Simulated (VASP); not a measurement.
Input of a VASP 6.6.1 run:

Contents of POSCAR:

```
HfO2
1.0
    0.0000000000      2.5797659657      2.5797659657
    2.5797659657      0.0000000000      2.5797659657
    2.5797659657      2.5797659657      0.0000000000
Hf O
1 2
Direct
    0.0000000000      0.0000000000      0.0000000000
    0.2500000000      0.2500000000      0.2500000000
    0.7500000000      0.7500000000      0.7500000000
```

Contents of INCAR.step1:

```
  ALGO = Normal
  EDIFF = 1E-5
  ENCUT = 520
  GGA = PE
  ISIF = 2
  ISMEAR = 0
  LASPH = T
  LCHARG = F
  LREAL = F
  LWAVE = T
  NBANDS = 18
  NELM = 100
  PREC = Accurate
  SIGMA = 0.01
```

Contents of INCAR.step2:

```
  ALGO = Normal
  EDIFF = 1E-7
  ENCUT = 520
  GGA = PE
  HFSCREEN = 0.2079
  ISIF = 2
  ISMEAR = 0
  ISTART = 1
  LASPH = T
  LCHARG = F
  LHFCALC = T
  LREAL = F
  LWAVE = F
  NBANDS = 18
  NELM = 100
  PREC = Accurate
  PRECFOCK = Normal
  SIGMA = 0.01
```

The input KPOINTS:

```
k-points
0
Gamma
  6 6 6
```

Potentials or basis: VASP PAW PBE potentials, release 64 (Hf_pv, O).

The run is started by

```sh
$ cat potpaw_PBE.64/Hf_pv/POTCAR potpaw_PBE.64/O/POTCAR > POTCAR
$ cp INCAR.step1 INCAR
$ mpirun -np 1 vasp_std > vasp.out
$ cp INCAR.step2 INCAR
$ mpirun -np 1 vasp_std > vasp.out
```

(1) Estimate the band gap on the k mesh.

(2) What does it give for the pressure?

Results:

(1) 5.18 eV.

(2) -18.7 GPa.

Caveat: the cell differs from its parent crystal (strain +2.0%); the cell stands under tension; the PAW data sets were made with another functional, which shifts forces and pressure a little; spin-orbit coupling is left out, which moves the levels of the heavy elements.
